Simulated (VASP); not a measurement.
Here is a VASP 6.6.1 calculation.

INCAR

```
SYSTEM = Zn
PREC     = Accurate       ! precision mode
ENCUT    = 520            ! plane-wave cutoff, eV
EDIFF    = 1E-6           ! SCF threshold, eV
ISMEAR   = 0              ! smearing method
SIGMA    = 0.15           ! smearing width, eV
LREAL    = .FALSE.        ! projectors in reciprocal space
LASPH    = .TRUE.         ! aspherical terms in the spheres
NELM     = 100            ! most SCF steps
ALGO     = Fast           ! electronic algorithm
ISIF     = 2              ! what is computed and relaxed
LWAVE    = .FALSE.        ! write WAVECAR
LCHARG   = .FALSE.        ! write CHGCAR
GGA      = PS             ! functional
NBANDS   = 12             ! bands
```

Contents of KPOINTS:

```
regular mesh
0
G
  22 22 22
  0 0 0
```

File POSCAR:

```
Zn
1.0
   -0.8895690798      1.5511728622      1.5511728622
    1.5511728622     -0.8895690798      1.5511728622
    1.5511728622      1.5511728622     -0.8895690798
Zn
1
Direct
    0.0000000000      0.0000000000      0.0000000000
```

Potentials or basis: VASP PAW PBE potentials, release 64 (Zn).

Run with:

```console
$ cat potpaw_PBE.64/Zn/POTCAR > POTCAR
$ mpirun -np 1 vasp_std > vasp.out
```

**Question.** Predict the band gap on the k mesh.

**Answer.** Zero (band 6 reaches 9.93 eV, above the bottom of band 7 at 1.28 eV).

**Question.** Predict the pressure.

**Answer.** 28.0 GPa.

Stress tensor (GPa, compression positive):
```
28.04 -2.72 -2.72
-2.72 28.04 -2.72
-2.72 -2.72 28.04
```

Caveat: the PAW data sets were made with another functional, which shifts forces and pressure a little.
